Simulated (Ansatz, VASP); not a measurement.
In3GaP4 in VASP and in Ansatz

The input POSCAR:

```
In3GaP4
1.0
   -2.9255327277      2.9255327277      5.8413049516
    2.9255327277     -2.9255327277      5.8413049516
    2.9255327277      2.9255327277     -5.8413049516
Ga P In
1 4 3
Direct
    0.0000000000      0.0000000000      0.0000000000
    0.3558855512      0.3558855512      0.4726534091
    0.1167678579      0.6441144488      0.0000000000
    0.8832321421      0.8832321421      0.5273465909
    0.6441144488      0.1167678579      0.0000000000
    0.7500000000      0.2500000000      0.5000000000
    0.5000000000      0.5000000000      0.0000000000
    0.2500000000      0.7500000000      0.5000000000
```

Contents of INCAR.step1:

```
SYSTEM = In3GaP4
PREC     = Accurate       ! precision mode
ENCUT    = 520            ! plane-wave cutoff, eV
ISMEAR   = 0              ! smearing method
SIGMA    = 0.01           ! smearing width, eV
LREAL    = .False.        ! projectors in reciprocal space
LASPH    = .True.         ! aspherical terms in the spheres
NELM     = 60             ! most SCF steps
NBANDS   = 46             ! bands
GGA      = PE             ! functional
ALGO     = Normal         ! electronic algorithm
EDIFF    = 1E-4           ! SCF threshold, eV
LWAVE    = .True.         ! write WAVECAR
LCHARG   = .False.        ! write CHGCAR
```

File INCAR.step2:

```
SYSTEM = In3GaP4
PREC     = Accurate       ! precision mode
ENCUT    = 520            ! plane-wave cutoff, eV
EDIFF    = 1E-6           ! SCF threshold, eV
ISMEAR   = 0              ! smearing method
SIGMA    = 0.01           ! smearing width, eV
LREAL    = .False.        ! projectors in reciprocal space
LASPH    = .True.         ! aspherical terms in the spheres
NELM     = 60             ! most SCF steps
ALGO     = Normal         ! electronic algorithm
ISIF     = 2              ! what is computed and relaxed
LWAVE    = .False.        ! write WAVECAR
LCHARG   = .False.        ! write CHGCAR
METAGGA  = R2SCAN         ! meta-GGA
LMIXTAU  = .True.       
NBANDS   = 46             ! bands
ISTART   = 1
```

The input KPOINTS:

```
Automatic mesh
0
Gamma
  6 6 6
  0 0 0
```

Input for Ansatz:

```yaml
crystal:
  lattice:
    - [-2.9255327277, 2.9255327277, 5.8413049516]
    - [2.9255327277, -2.9255327277, 5.8413049516]
    - [2.9255327277, 2.9255327277, -5.8413049516]
  atoms:
    - { symbol: Ga, position: [0.0, 0.0, 0.0] }
    - { symbol: P, position: [0.3558855512, 0.3558855512, 0.4726534091] }
    - { symbol: In, position: [0.75, 0.25, 0.5] }
    - { symbol: P, position: [0.1167678579, 0.6441144488, 0.0] }
    - { symbol: In, position: [0.5, 0.5, 0.0] }
    - { symbol: P, position: [0.8832321421, 0.8832321421, 0.5273465909] }
    - { symbol: In, position: [0.25, 0.75, 0.5] }
    - { symbol: P, position: [0.6441144488, 0.1167678579, 0.0] }
kpoints:
  mp_grid: { grid: [6, 6, 6] }
hamiltonian:
  xc: r2scan
scf:
  occupations: { method: fixed }
  n_extra_bands: 6
output:
  forces: true
  stress: true
  eigenvalues: true
```

Alike in both runs: task single point; functional r2SCAN; k mesh 6 × 6 × 6; no spin polarisation.

|  | VASP | Ansatz |
| --- | --- | --- |
| version | VASP 6.6.1 | Ansatz 0.2.0 |
| potentials or method | VASP PAW PBE potentials, release 64 (Ga_d, P, In_d) | plane waves, PAW |
| plane-wave cutoff (eV) | 520 | 500 |
| occupations | gaussian, width 0.01 eV | fixed |
| valence electrons in the cell | 72 | 72 |

```tsv
	VASP	Ansatz	Ansatz less VASP
gap on the k mesh at the Fermi level (eV)	1.06	1.07	+0.001
pressure (GPa)	-2.1	-2.0	+0.09
rms of the force components (eV/Å)	0.009	0.007	-0.0021
```

VASP's potentials were made for PBE, not for r2SCAN.
